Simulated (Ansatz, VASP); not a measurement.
## One calculation of La2O3, two programs

```xyz
40
Lattice="7.8811 0.0000 0.0000 -3.9406 6.8253 0.0000 0.0000 0.0000 12.3757" Properties=species:S:1:pos:R:3 pbc="T T T"
La    1.9703    1.1375    4.6572
La    0.0000    2.2751    1.5307
La    1.9703    1.1375   10.8450
La    0.0000    2.2751    7.7186
La    0.0000    4.5502    4.6572
La   -1.9703    5.6877    1.5307
La    0.0000    4.5502   10.8450
La   -1.9703    5.6877    7.7186
La    5.9109    1.1375    4.6572
La    3.9406    2.2751    1.5307
La    5.9109    1.1375   10.8450
La    3.9406    2.2751    7.7186
La    3.9406    4.5502    4.6572
La    1.9703    5.6877    1.5307
La    3.9406    4.5502   10.8450
La    1.9703    5.6877    7.7186
O     1.9703    1.1375    2.1948
O     0.0000    2.2751    3.9931
O     0.0000    0.0000    0.0000
O     1.9703    1.1375    8.3826
O     0.0000    2.2751   10.1810
O     0.0000    0.0000    6.1879
O     0.0000    4.5502    2.1948
O    -1.9703    5.6877    3.9931
O    -1.9703    3.4126    0.0000
O     0.0000    4.5502    8.3826
O    -1.9703    5.6877   10.1810
O    -1.9703    3.4126    6.1879
O     5.9109    1.1375    2.1948
O     3.9406    2.2751    3.9931
O     3.9406    0.0000    0.0000
O     5.9109    1.1375    8.3826
O     3.9406    2.2751   10.1810
O     3.9406    0.0000    6.1879
O     3.9406    4.5502    2.1948
O     1.9703    5.6877    3.9931
O     1.9703    3.4126    0.0000
O     3.9406    4.5502    8.3826
O     1.9703    5.6877   10.1810
O     1.9703    3.4126    6.1879
```

Alike in both runs: task single point; functional PBE; k mesh 1 × 1 × 1; no spin polarisation.

|  | VASP | Ansatz |
| --- | --- | --- |
| version | VASP 6.6.1 | Ansatz 0.2.0 |
| potentials or method | VASP PAW PBE potentials, release 64 (La, O), cutoff 520 eV | plane-wave PAW DFT |
| occupations | gaussian, width 0.01 eV | fixed |
| valence electrons in the cell | 320 | 320 |

```csv
,VASP,Ansatz,Ansatz less VASP
rms of the force components (eV/Å),0.056,0.058,+0.0020
```

The k mesh is coarse, so the values compare programs but aren't converged. Neither program's run includes spin-orbit coupling.
